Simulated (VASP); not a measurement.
# CuI (Marshite) (F-43m) in VASP: notebook

The runs below take CuI (Marshite) through single point, with PBEsol, HSE06.

All numbers are computed with VASP 6.6.1; they aren't measurements. Logs are shortened: lines on timing, memory, paths and dates and some standing lists are left out, and cuts for length are marked.

## 1. The cell of the first run

Symmetry: F-43m, No. 216, cubic system. Conventional cell: a = 6.063 Å, b = 6.063 Å, c = 6.063 Å, α = 90.00°, β = 90.00°, γ = 90.00°. I (site symmetry -43m) has 4 Cu at 2.63 Å within 3.5 Å. Cu (site symmetry -43m) has 4 I at 2.63 Å within 3.5 Å.

## 2. Single point, PBEsol, non-collinear spin, zero start, spin-orbit coupling

Input file INCAR:

```
SYSTEM = CuI
  PREC = Accurate
  ENCUT = 520
  EDIFF = 1E-6
  ISMEAR = -1
  SIGMA = 0.05
  LREAL = .FALSE.
  LASPH = .TRUE.
  NELM = 150
  ALGO = Normal
  ISIF = 2
  LWAVE = .FALSE.
  LCHARG = .FALSE.
  MAGMOM = 0 0 0 0 0 0
  LORBIT = 11
  LSORBIT = .TRUE.
  GGA_COMPAT = .FALSE.
  LORBMOM = .TRUE.
  LMAXMIX = 4
  GGA = PS
  NBANDS = 30
```

Input file KPOINTS:

```
Automatic mesh
0
G
  6 6 6
  0 0 0
```

Input file POSCAR:

```
CuI
1.0
    0.0000000000      3.0315000000      3.0315000000
    3.0315000000      0.0000000000      3.0315000000
    3.0315000000      3.0315000000      0.0000000000
I Cu
1 1
Direct
    0.0000000000      0.0000000000      0.0000000000
    0.7500000000      0.7500000000      0.7500000000
```

Potentials or basis: VASP PAW PBE potentials, release 64 (I, Cu).

Command:

```bash
$ cat potpaw_PBE.64/I/POTCAR potpaw_PBE.64/Cu/POTCAR > POTCAR
$ mpirun -np 1 vasp_ncl > vasp.out
```

OUTCAR:

```text
SYSTEM = CuI
   PREC = Accurate
   ENCUT = 520
   EDIFF = 1E-6
   ISMEAR = -1
   LREAL = .FALSE.
   LASPH = .TRUE.
   NELM = 150
   ISIF = 2
   LORBIT = 11
   LSORBIT = .TRUE.
   GGA = PS

 ion  position               nearest neighbor table
   1  0.000  0.000  0.000-   2 2.63   2 2.63   2 2.63   2 2.63
   2  0.750  0.750  0.750-   1 2.63   1 2.63   1 2.63   1 2.63

  LATTYP: Found a face centered cubic cell.
 ALAT       =     6.0630000000

  Lattice vectors:

 A1 = (   0.0000000000,   3.0315000000,   3.0315000000)
 A2 = (   3.0315000000,   0.0000000000,   3.0315000000)
 A3 = (   3.0315000000,   3.0315000000,   0.0000000000)

Analysis of symmetry for initial positions (statically):
=====================================================================
 Subroutine PRICEL returns:
 Original cell was already a primitive cell.

 Routine SETGRP: Setting up the symmetry group for a
 face centered cubic supercell.

 Subroutine GETGRP returns: Found 24 space group operations
 (whereof 24 operations were pure point group operations)
 out of a pool of 48 trial point group operations.

The static configuration has the point symmetry T_d .

Analysis of symmetry for dynamics (positions and initial velocities):
=====================================================================
 Subroutine PRICEL returns:
 Original cell was already a primitive cell.

 Routine SETGRP: Setting up the symmetry group for a
 face centered cubic supercell.

 Subroutine GETGRP returns: Found 24 space group operations
 (whereof 24 operations were pure point group operations)
 out of a pool of 48 trial point group operations.

The dynamic configuration has the point symmetry T_d .

Analysis of structural, dynamic, and magnetic symmetry:
=====================================================================
 Subroutine PRICEL returns:
 Original cell was already a primitive cell.

 Routine SETGRP: Setting up the symmetry group for a
 face centered cubic supercell.

 Subroutine GETGRP returns: Found 24 space group operations
 (whereof 24 operations were pure point group operations)
 out of a pool of 48 trial point group operations.

The overall configuration has the point symmetry T_d .

 Subroutine INISYM returns: Found 24 space group operations
 (whereof 24 operations are pure point group operations),
 and found     1 'primitive' translations

----------------------------------------------------------------------------------------

                                     Primitive cell
[... 896 lines left out ...]
 -----------------------------------------------------------------------------------
    total drift:                                0.000001      0.000001      0.000001

  FREE ENERGIE OF THE ION-ELECTRON SYSTEM (eV)
  ---------------------------------------------------
  free  energy   TOTEN  =        -6.4236103259 eV

  energy  without entropy=       -6.4236080735  energy(sigma->0) =       -6.42360920

 orbital moment (x)

 # of ion     p       d       tot
 ----------------------------------------
  1         0.000   0.000   0.000
  2        -0.000  -0.000  -0.000
 ----------------------------------------
            0.000  -0.000  -0.000

 orbital moment (y)

 # of ion     p       d       tot
 ----------------------------------------
  1         0.000   0.000   0.000
  2        -0.000   0.000   0.000
 ----------------------------------------
            0.000   0.000   0.000

 orbital moment (z)

 # of ion     p       d       tot
 ----------------------------------------
  1         0.000   0.000   0.000
  2         0.000   0.000   0.000
 ----------------------------------------
            0.000   0.000   0.000

 Spin-Orbit-Coupling matrix elements

 Ion:    1  E_soc:     -0.2559182
 l=   1
     0.0000000    -0.0425085    -0.0425085
    -0.0425085     0.0000000    -0.0425085
    -0.0425085    -0.0425085     0.0000000
 l=   2
     0.0000000    -0.0000493     0.0000000    -0.0000493    -0.0000952
    -0.0000493     0.0000000    -0.0000714    -0.0000493    -0.0000238
     0.0000000    -0.0000714     0.0000000    -0.0000714     0.0000000
    -0.0000493    -0.0000493    -0.0000714     0.0000000    -0.0000238
    -0.0000952    -0.0000238     0.0000000    -0.0000238     0.0000000
 l=   3
     0.0000000     0.0000000     0.0000000     0.0000000     0.0000000     0.0000000     0.0000000
     0.0000000     0.0000000     0.0000000     0.0000000     0.0000000     0.0000000     0.0000000
     0.0000000     0.0000000     0.0000000     0.0000000     0.0000000     0.0000000     0.0000000
     0.0000000     0.0000000     0.0000000     0.0000000     0.0000000     0.0000000     0.0000000
     0.0000000     0.0000000     0.0000000     0.0000000     0.0000000     0.0000000     0.0000000
     0.0000000     0.0000000     0.0000000     0.0000000     0.0000000     0.0000000     0.0000000
     0.0000000     0.0000000     0.0000000     0.0000000     0.0000000     0.0000000     0.0000000

 Ion:    2  E_soc:     -0.0100762
 l=   1
     0.0000000    -0.0003810    -0.0003810
    -0.0003810     0.0000000    -0.0003810
    -0.0003810    -0.0003810     0.0000000
 l=   2
     0.0000000    -0.0002601     0.0000000    -0.0002601    -0.0010383
    -0.0002601     0.0000000    -0.0007787    -0.0002601    -0.0002596
     0.0000000    -0.0007787     0.0000000    -0.0007787     0.0000000
    -0.0002601    -0.0002601    -0.0007787     0.0000000    -0.0002596
    -0.0010383    -0.0002596     0.0000000    -0.0002596     0.0000000
 l=   3
     0.0000000     0.0000000     0.0000000     0.0000000     0.0000000     0.0000000     0.0000000
     0.0000000     0.0000000     0.0000000     0.0000000     0.0000000     0.0000000     0.0000000
     0.0000000     0.0000000     0.0000000     0.0000000     0.0000000     0.0000000     0.0000000
     0.0000000     0.0000000     0.0000000     0.0000000     0.0000000     0.0000000     0.0000000
     0.0000000     0.0000000     0.0000000     0.0000000     0.0000000     0.0000000     0.0000000
     0.0000000     0.0000000     0.0000000     0.0000000     0.0000000     0.0000000     0.0000000
     0.0000000     0.0000000     0.0000000     0.0000000     0.0000000     0.0000000     0.0000000

 total charge

# of ion       s       p       d       tot
------------------------------------------
    1        1.491   2.741   0.054   4.286
    2        0.332   0.263   9.327   9.922
--------------------------------------------------
tot          1.823   3.004   9.381  14.208

 magnetization (x)

# of ion       s       p       d       tot
------------------------------------------
    1        0.000  -0.000   0.000  -0.000
    2        0.000   0.000   0.000   0.000
--------------------------------------------------
tot          0.000  -0.000   0.000   0.000

 magnetization (y)

# of ion       s       p       d       tot
------------------------------------------
    1        0.000   0.000   0.000   0.000
    2        0.000   0.000   0.000   0.000
--------------------------------------------------
tot          0.000   0.000   0.000   0.000

 magnetization (z)

# of ion       s       p       d       tot
------------------------------------------
    1        0.000  -0.000   0.000  -0.000
    2       -0.000   0.000   0.000   0.000
--------------------------------------------------
tot         -0.000   0.000   0.000  -0.000
```

Wall time 2.1 min (1 thread of Intel Xeon Platinum 8488C (Sapphire Rapids), shared host); peak memory 0.33 GiB.

Results:

- Free energy: -6.4236 eV
- Pressure: -2.4 GPa
- Net moment: 0.00 μB per cell
- Valence electrons inside the program's atomic spheres: I 4.29; Cu 9.92

Moments on the atoms (μB; x, y, z):
```
I   0.00 0.00 0.00
Cu  0.00 0.00 0.00
```

Caveat: the PAW data sets were made with another functional, which shifts forces and pressure a little.

## 3. Single point, HSE06

POSCAR is that of step 2.

Input file INCAR.step1:

```
SYSTEM = CuI
PREC = Accurate ; ENCUT = 520
EDIFF = 1E-5 ; ISMEAR = -1
SIGMA = 0.05 ; LREAL = .False.
LASPH = .True. ; NELM = 100
ALGO = Normal ; ISIF = 2
LWAVE = .True. ; GGA = PE
NBANDS = 16
```

Input file INCAR.step2:

```
SYSTEM = CuI
PREC = Accurate ; ENCUT = 520
EDIFF = 1E-6 ; ISMEAR = -1
SIGMA = 0.05 ; LREAL = .False.
LASPH = .True. ; NELM = 100
ALGO = Normal ; ISIF = 2
LWAVE = .False. ; LCHARG = .True.
GGA = PE ; LHFCALC = .True.
HFSCREEN = 0.2079 ; PRECFOCK = Normal
LELF = .True. ; LVHAR = .True.
ISTART = 1 ; NBANDS = 16
```

Input file KPOINTS:

```
Automatic mesh
0
Gamma
  4 4 4
  0 0 0
```

Potentials or basis: VASP PAW PBE potentials, release 64 (I, Cu).

Command:

```bash
$ cat potpaw_PBE.64/I/POTCAR potpaw_PBE.64/Cu/POTCAR > POTCAR
$ cp INCAR.step1 INCAR
$ mpirun -np 1 vasp_std > vasp.out
$ cp INCAR.step2 INCAR
$ mpirun -np 1 vasp_std > vasp.out
```

It took 7.3 min on 1 thread of Intel Xeon Platinum 8259CL at 2.50GHz (Skylake/Cascade Lake), shared host; peak memory 0.29 GiB.

It converged, with:

```yaml
Free_energy: -6.4357 eV
Pressure: 0.6 GPa
Band_gap_on_the_k_mesh: 2.59 eV, direct
```

Levels at points of the mesh, in eV from the valence-band top:
```tsv
k point	band 7	band 8	band 9	band 10	band 11	band 12
(0.00, 0.00, 0.00)	0.00	0.00	0.00	2.59	6.30	6.30
(0.50, 0.00, 0.00)	-2.40	-0.83	-0.83	3.60	6.81	6.81
(0.50, 0.50, 0.00)	-2.28	-1.94	-1.94	3.89	4.27	10.87
```

Caveat: the k points lie up to 0.45 Å⁻¹ apart; the PAW data sets were made with another functional, which shifts forces and pressure a little; spin-orbit coupling is left out, which moves the levels of the heavy elements.
